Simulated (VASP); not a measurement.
Write the native input for VASP 6.6.1 that does the following.

```yaml
Task: single point
Functional: PBEsol
Potentials_or_basis: VASP PAW PBE potentials, release 64 (Ge_d)
Cutoff: 520 eV
k_mesh: 14 × 14 × 14
Occupations: gaussian, width 0.15 eV
Spin: no spin polarisation
Dipole_correction: no
Further_INCAR_settings: ALGO = Normal; EDIFF = 1e-06; NBANDS = 21
```

The structure of Ge lies in POSCAR:

```
Ge
1.0
    0.0000000000      2.8570577000      2.8287700000
    2.8004823000      0.0000000000      2.8287700000
    2.8004823000      2.8570577000      0.0000000000
Ge
2
Direct
    0.5000000000      0.5000000000      0.5000000000
    0.7500000000      0.7500000000      0.7500000000
```

This cell differs from its parent crystal: strain -0.0100 x Voigt [1, -1, 0, 0, 0, 0].

The input as run:

INCAR

```
PREC = Accurate ; ENCUT = 520
EDIFF = 1E-6 ; ISMEAR = 0
SIGMA = 0.15 ; LREAL = False
LASPH = True ; NELM = 60
ALGO = Normal ; ISIF = 2
LWAVE = False ; LCHARG = True
GGA = PS ; LELF = True
LVHAR = True ; NBANDS = 21
```

KPOINTS

```
regular mesh
0
Gamma
  14 14 14
```

Potentials or basis: VASP PAW PBE potentials, release 64 (Ge_d).

Launch:

```sh
$ cat potpaw_PBE.64/Ge_d/POTCAR > POTCAR
$ mpirun -np 1 vasp_std > vasp.out
```

Results of the run:

```
Pressure               : 0.3 GPa
Band gap on the k mesh : 0.08 eV
```

Caveat: the cell differs from its parent crystal (strain -0.0100 x Voigt [1, -1, 0, 0, 0, 0]); the PAW data sets were made with another functional, which shifts forces and pressure a little.

Run time: 2.9 min on 1 thread of AMD EPYC 9R45 96-Core Processor (Zen 5) (shared host), peak memory 0.38 GiB.
